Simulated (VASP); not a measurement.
## Cu: single point with r2SCAN

Cu:

```
CELL_PARAMETERS angstrom
-1.44133 1.44133 1.44133
1.44133 -1.44133 1.44133
1.44133 1.44133 -1.44133
ATOMIC_POSITIONS crystal
Cu 0.00000 0.00000 0.00000
```

```json
{
 "Program": "VASP 6.6.1",
 "Task": "single point",
 "Functional": "r2SCAN",
 "Potentials or basis": "VASP PAW PBE potentials, release 64 (Cu)",
 "Cutoff": "660 eV",
 "k mesh": "20 × 20 × 20",
 "Occupations": "gaussian, width 0.05 eV",
 "Spin": "no spin polarisation"
}
```

| Quantity | Value |
| --- | --- |
| Pressure | -5.7 GPa |

Levels at points of the mesh, in eV from the Fermi level:
```
           k point  band 3  band 4  band 5  band 6  band 7  band 8
(0.00, 0.00, 0.00)   -3.15   -3.15   -2.17   -2.17   25.92   25.92
(0.50, 0.00, 0.00)   -2.20   -2.06   -1.43   -0.56    4.52   18.16
(0.50, 0.50, 0.50)   -1.59   -1.59   -1.59    8.61    8.61    8.61
```

It took 120 s on 1 thread of Intel(R) Xeon(R) Platinum 8259CL CPU @ 2.50GHz (Skylake/Cascade Lake) (shared host), peak memory 0.18 GiB.

Caveat: the PAW data sets were made with another functional, which shifts forces and pressure a little.
